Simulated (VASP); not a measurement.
A run of VASP 6.6.1 is set up as follows.

The input INCAR:

```
SYSTEM = BiTe
PREC = Accurate
ENCUT = 520
EDIFF = 1E-6
ISMEAR = 0
SIGMA = 0.1
LREAL = .FALSE.
LASPH = .TRUE.
NELM = 100
ALGO = Normal
ISIF = 2
LWAVE = .FALSE.
LCHARG = .TRUE.
GGA = PE
LELF = .TRUE.
LVHAR = .TRUE.
NBANDS = 29
```

The input KPOINTS:

```
regular mesh
0
G
  6 6 2
  0 0 0
```

File POSCAR:

```
BiTe
1.0
    4.0771585679      0.0000000000      0.0000000000
   -2.0385792840      3.5309228951      0.0000000000
    0.0000000000      0.0000000000     10.8461895484
Bi Te
2 2
Direct
    0.3333333333      0.6666666667      0.2500000000
    0.6666666667      0.3333333333      0.7500000000
    0.3333333333      0.6666666667      0.7500000000
    0.6666666667      0.3333333333      0.2500000000
```

Potentials or basis: VASP PAW PBE potentials, release 64 (Bi_d, Te).

The run is started by

```console
$ cat potpaw_PBE.64/Bi_d/POTCAR potpaw_PBE.64/Te/POTCAR > POTCAR
$ mpirun -np 1 vasp_std > vasp.out
```

Problem. Estimate the band gap on the k mesh.

Solution. Zero (bands 21 and 22 overlap by 3.02 eV).

Problem. Estimate the pressure.

Solution. 55.4 GPa.

Stress tensor (GPa, compression positive):
```
83.23  0.00  0.00
 0.00 83.23  0.00
 0.00  0.00 -0.29
```

Caveat: the cell stands under pressure; spin-orbit coupling is left out, which moves the levels of the heavy elements; this functional lacks dispersion, which binds the layers, so the pressure and a relaxed spacing across them are unreliable.
